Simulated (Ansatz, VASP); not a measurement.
# Sc: VASP beside Ansatz

```xyz
1
Lattice="2.8495 0.0000 0.0000 0.0000 2.8495 0.0000 0.0000 0.0000 2.8495" Properties=species:S:1:pos:R:3 pbc="T T T"
Sc    0.0000    0.0000    0.0000
```

Alike in both runs: task single point; functional PBE; k mesh 12 × 12 × 12; occupations fermi-dirac, width 0.1 eV; no spin polarisation.

```csv
,VASP,Ansatz
version,VASP 6.6.1,Ansatz 0.2.0
potentials or method,"VASP PAW PBE potentials, release 64 (Sc_sv), cutoff 520 eV","plane waves (420 eV) with PAW, scalar-relativistic"
valence electrons in the cell,11,11
```

|  | VASP | Ansatz | Ansatz less VASP |
| --- | --- | --- | --- |
| pressure (GPa) | 5.4 | 5.3 | -0.05 |

The functional is the same, so the differences come from potentials, cutoffs and numerics.
